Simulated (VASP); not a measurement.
Crystal: RbBr.

```
Rb Br
1.0
     0.00000    3.46083    3.46083
     3.27083    0.00000    3.46083
     3.27083    3.46083    0.00000
Rb Br
1 1
Direct
  0.00000 0.00000 0.00000
  0.50000 0.50000 0.50000
```

This cell differs from its parent crystal: uniaxial x strain -5.5%.

Base run:

* Program: VASP 6.6.1
* Functional: r2SCAN
* Potentials or basis: VASP PAW PBE potentials, release 64 (Rb_sv, Br)
* Cutoff: 520 eV
* k mesh: 6 × 6 × 6
* Occupations: gaussian, width 0.01 eV
* Spin: no spin polarisation

Its results: band gap on the k mesh 4.96 eV, direct; pressure 1.2 GPa.

Problem. The run is repeated on the same cell with these changes: functional from r2SCAN to HSE06; k mesh from 6 × 6 × 6 to 4 × 4 × 4. What comes out?

Solution. Band gap on the k mesh 5.53 eV, direct; pressure 1.4 GPa.

Several settings changed at once, so the effect can't be laid on one alone.

Caveats: the PAW data sets were made with another functional, which shifts forces and pressure a little.

